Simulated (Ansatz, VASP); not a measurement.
# Al2Au in VASP and in Ansatz

```
Al Au
1.0
     0.00657    2.99643    2.96441
     2.99914    0.01364    2.95735
     3.03962    3.02985   -0.02684
Al Au
2 1
Cartesian
  1.3242 1.4669 1.6599
  4.4448 4.5646 4.4057
  2.9765 3.0535 5.8321
```

Alike in both runs: task single point; functional r2SCAN; dispersion D3(BJ); k mesh 5 × 5 × 5; occupations fermi-dirac, width 0.02 eV; no spin polarisation.

|  | VASP | Ansatz |
| --- | --- | --- |
| version | VASP 6.6.1 | Ansatz 0.2.0 |
| potentials or method | VASP PAW PBE potentials, release 64 (Al, Au), cutoff 550 eV | plane waves, PAW |
| valence electrons in the cell | 17 | 25 |

```tsv
	VASP	Ansatz	Ansatz less VASP
pressure (GPa)	1.7	2.0	+0.31
traceless stress, the component that is largest in VASP (GPa)	-5.21	-5.23	-0.022
rms of the force components (eV/Å)	0.754	0.756	+0.0017
```

VASP's potentials were made for PBE, not for r2SCAN. Atom by atom the forces differ by 0.002 eV/Å (rms over components). VASP's potentials hold 17 valence electrons a cell and Ansatz's 25, so a difference there can come from the potentials and not from the codes. Ansatz's warnings: dispersion damping borrowed, stress scf threshold loose.

The k mesh is coarse, so the values compare programs but aren't converged. Neither program's run includes spin-orbit coupling.
